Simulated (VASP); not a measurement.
# MgGeSe2 (P4/mmm) in VASP: notebook, part 2 of 2

VASP 6.6.1. Earlier steps stand in the parts before.

### 4 Relaxation of cell and atoms, PBE

This run uses another cell than the first one, of 19.00 Å³/atom, 0.873 times its volume.

INCAR

```
SYSTEM = MgGeSe2
ALGO = Normal
EDIFF = 1E-6
EDIFFG = -0.04
ENCUT = 600
GGA = PE
IBRION = 2
ISIF = 3
ISMEAR = 0
LASPH = .True.
LCHARG = .False.
LREAL = .False.
LWAVE = .False.
NELM = 100
NSW = 90
PREC = Accurate
SIGMA = 0.1
```

KPOINTS

```
k-points
0
Gamma
  4 4 6
  0 0 0
```

POSCAR

```
MgGeSe2
1.0
    5.1739657600      0.0000000000      0.0000000000
    0.0000000000      5.1739657600      0.0000000000
    0.0000000000      0.0000000000      2.8391392300
Mg Ge Se
1 1 2
Direct
    0.5000000000      0.5000000000      0.5000000000
    0.0000000000      0.0000000000      0.0000000000
    0.5000000000      0.0000000000      0.0000000000
    0.0000000000      0.5000000000      0.0000000000
```

Potentials or basis: VASP PAW PBE potentials, release 64 (Mg, Ge_d, Se).

The run is started by

```console
$ cat potpaw_PBE.64/Mg/POTCAR potpaw_PBE.64/Ge_d/POTCAR potpaw_PBE.64/Se/POTCAR > POTCAR
$ mpirun -np 1 vasp_std > vasp.out
```

OUTCAR:

```text
SYSTEM = MgGeSe2
   EDIFF = 1E-6
   EDIFFG = -0.04
   ENCUT = 600
   GGA = PE
   IBRION = 2
   ISIF = 3
   ISMEAR = 0
   LASPH = .True.
   LREAL = .False.
   NELM = 100
   NSW = 90
   PREC = Accurate

 ion  position               nearest neighbor table
   1  0.500  0.500  0.500-   3 2.95   4 2.95   3 2.95   4 2.95   3 2.95   3 2.95   4 2.95   4 2.95

   2  0.000  0.000  0.000-   3 2.59   4 2.59   4 2.59   3 2.59
   3  0.500  0.000  0.000-   2 2.59   2 2.59   1 2.95   1 2.95   1 2.95   1 2.95
   4  0.000  0.500  0.000-   2 2.59   2 2.59   1 2.95   1 2.95   1 2.95   1 2.95

  LATTYP: Found a simple tetragonal cell.
 ALAT       =     5.1739657600
 C/A-ratio  =     0.5487356047

  Lattice vectors:

 A1 = (   5.1739657600,   0.0000000000,   0.0000000000)
 A2 = (   0.0000000000,   5.1739657600,   0.0000000000)
 A3 = (   0.0000000000,   0.0000000000,   2.8391392300)

[... 181 lines left out ...]
 E-fermi :   6.1799     XC(G=0): -10.3814

 val. band max:        6.1010705798   @ k =   0.5000   0.5000   0.0000
 cond. band min:       6.2311870668   @ k =   0.5000   0.2500   0.0000
 fundamental gap:      0.1301164870
 Fermi energy:         6.1798822062

 k-point     1 :       0.0000    0.0000    0.0000
  band No.  band energies     occupation
      1     -18.8991      2.00000
      2     -18.8678      2.00000
      3     -18.8380      2.00000
      4     -18.7580      2.00000
      5     -18.7580      2.00000
      6      -9.5667      2.00000
[... 568 lines left out ...]
--------------------------------------- Ionic step        3  -------------------------------------------

 number of electron      27.9999994 magnetization

 Free energy of the ion-electron system (eV)
  ---------------------------------------------------
  ext. energy  EPLUGINS =         0.00000000
  ---------------------------------------------------
  free energy    TOTEN  =       -14.01595607 eV

  energy without entropy =      -14.00506544  energy(sigma->0) =      -14.01051076

 E-fermi :   4.9495     XC(G=0):  -9.7774

 val. band max:        4.9236203537   @ k =   0.5000   0.5000   0.1667
 cond. band min:       4.9674201816   @ k =   0.5000   0.2500   0.3333
 fundamental gap:      0.0437998279
 Fermi energy:         4.9494591687

 k-point     1 :       0.0000    0.0000    0.0000
  band No.  band energies     occupation
      1     -20.1686      2.00000
      2     -20.1458      2.00000
      3     -20.0806      2.00000
      4     -20.0586      2.00000
      5     -20.0586      2.00000
      6      -9.9918      2.00000
[... 524 lines left out ...]
  FREE ENERGIE OF THE ION-ELECTRON SYSTEM (eV)
  ---------------------------------------------------
  free  energy   TOTEN  =       -14.0159560744 eV

  energy  without entropy=      -14.0050654414  energy(sigma->0) =      -14.01051076

 reached required accuracy - stopping structural energy minimisation
```

OSZICAR:

```text
N       E                     dE             d eps       ncg     rms          rms(c)
DAV:   1     0.201680542353E+03    0.20168E+03   -0.14630E+04   962   0.279E+03
[... 26 lines left out ...]
DAV:   2    -0.140438139514E+02    0.10190E+00   -0.18328E-01  1094   0.576E+00    0.966E-01
DAV:   3    -0.140183913189E+02    0.25423E-01   -0.56704E-02  1144   0.291E+00    0.281E-01
DAV:   4    -0.140160304932E+02    0.23608E-02   -0.42650E-03  1004   0.647E-01    0.854E-02
DAV:   5    -0.140159544498E+02    0.76043E-04   -0.24906E-04   982   0.114E-01    0.421E-02
DAV:   6    -0.140159589439E+02   -0.44941E-05   -0.48622E-05  1084   0.110E-01    0.581E-03
DAV:   7    -0.140159562542E+02    0.26897E-05   -0.69110E-06   986   0.449E-02    0.365E-03
DAV:   8    -0.140159560744E+02    0.17984E-06   -0.28530E-07   468   0.505E-03
   3 F= -.14015956E+02 E0= -.14010511E+02  d E =-.423824E+00
```

CONTCAR:

```text
MgGeSe2
   1.00000000000000
     5.2890693869421819    0.0000000000000000    0.0000000000000000
     0.0000000000000000    5.2890693869421819   -0.0000000000000000
     0.0000000000000000   -0.0000000000000000    3.1156472841399752
  Mg              Ge              Se
     1     1     2
Direct
     0.5000000000000000    0.5000000000000000    0.5000000000000000
     0.0000000000000000    0.0000000000000000    0.0000000000000000
     0.5000000000000000    0.0000000000000000    0.0000000000000000
     0.0000000000000000    0.5000000000000000    0.0000000000000000

  0.00000000E+00  0.00000000E+00  0.00000000E+00
  0.00000000E+00  0.00000000E+00  0.00000000E+00
  0.00000000E+00  0.00000000E+00  0.00000000E+00
  0.00000000E+00  0.00000000E+00  0.00000000E+00
```

Run time: 62 s. Hardware: 1 thread of Intel Xeon 6975P-C (Granite Rapids), shared host; peak memory 0.22 GiB.

What came out:

```
Free energy                            : -14.0160 eV
Relaxed volume                         : 21.79 Å³/atom
Relaxed cell                           : a = 5.289 Å, b = 5.289 Å, c = 3.116 Å, α = 90.00°, β = 90.00°, γ = 90.00°
Space group after relaxing (to 0.05 Å) : P4/mmm (No. 123)
Energy gained by relaxing              : 106.0 meV/atom
Ionic steps                            : 3
Pressure after relaxing                : 0.0 GPa
Band gap on the k mesh                 : zero (band 14 reaches 5.46 eV, above the bottom of band 15 at 3.40 eV)
```

Step by step:
```
step  energy change (eV)  largest force (eV/Å)  pressure (GPa)  volume (Å³)
   1              0.0000                0.0000            9.70        76.00
   2             -0.4175                0.0000           -1.16        89.17
   3             -0.4238                0.0000           -0.02        87.16
```

Final structure:
```
Mg Ge Se
1.0
     5.28907    0.00000    0.00000
     0.00000    5.28907    0.00000
     0.00000    0.00000    3.11565
Mg Ge Se
1 1 2
Direct
  0.50000 0.50000 0.50000
  0.00000 0.00000 0.00000
  0.50000 0.00000 0.00000
  0.00000 0.50000 0.00000
```

Caveat: the k points lie up to 0.34 Å⁻¹ apart in the final cell.

### 5 Overview

| task | cell | k mesh | cutoff (eV) | gap on the mesh (eV) | pressure (GPa) | relaxed volume (Å³/atom) |
| --- | --- | --- | --- | --- | --- | --- |
| relaxation of cell and atoms | relaxed from a = 5.293, b = 5.293, c = 3.109 Å, 4 atoms | 10 × 10 × 14 | 600 | none | 0.0 | 21.86 |
| single point | a = 5.293, b = 5.293, c = 3.109 Å, 4 atoms | 4 × 4 × 6 | 520 | none | 0.0 | - |
| relaxation of cell and atoms | relaxed from a = 5.174, b = 5.174, c = 2.839 Å, 4 atoms | 4 × 4 × 6 | 600 | none | 0.0 | 21.79 |

Alike in all rows: level PBE; potentials or basis VASP PAW PBE potentials, release 64 (Mg, Ge_d, Se); no spin polarisation; smearing gaussian 0.1 eV.

Caveats: some runs use coarse meshes.

Absolute energies hang on the potentials; compare differences alone.
